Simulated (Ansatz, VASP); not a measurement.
GaAs: VASP beside Ansatz

```
CELL_PARAMETERS angstrom
0.00000 2.90504 2.83308
2.90504 0.00000 2.83308
2.90504 2.90504 0.00000
ATOMIC_POSITIONS crystal
Ga 0.00000 0.00000 0.00000
As 0.25000 0.25000 0.25000
```

Change from the starting cell: biaxial_xy strain +2.5%.

Alike in both runs: task single point; functional PBE; k mesh 8 × 8 × 8; occupations fermi-dirac, width 0.02 eV; no spin polarisation.

```csv
,VASP,Ansatz
version,VASP 6.6.1,Ansatz 0.2.0
potentials or method,"VASP PAW PBE potentials, release 64 (Ga_d, As)","plane waves, PAW"
plane-wave cutoff (eV),520,420
valence electrons in the cell,18,28
```

Ansatz gave:

* pressure (GPa): -0.5
* traceless stress, the component that is largest in VASP (GPa): 0.91

Q: Which values does VASP return?

A: Pressure (GPa): -0.4; traceless stress, the component that is largest in VASP (GPa): 0.90.

VASP's potentials hold 18 valence electrons a cell and Ansatz's 28, so a difference there can come from the potentials and not from the codes.
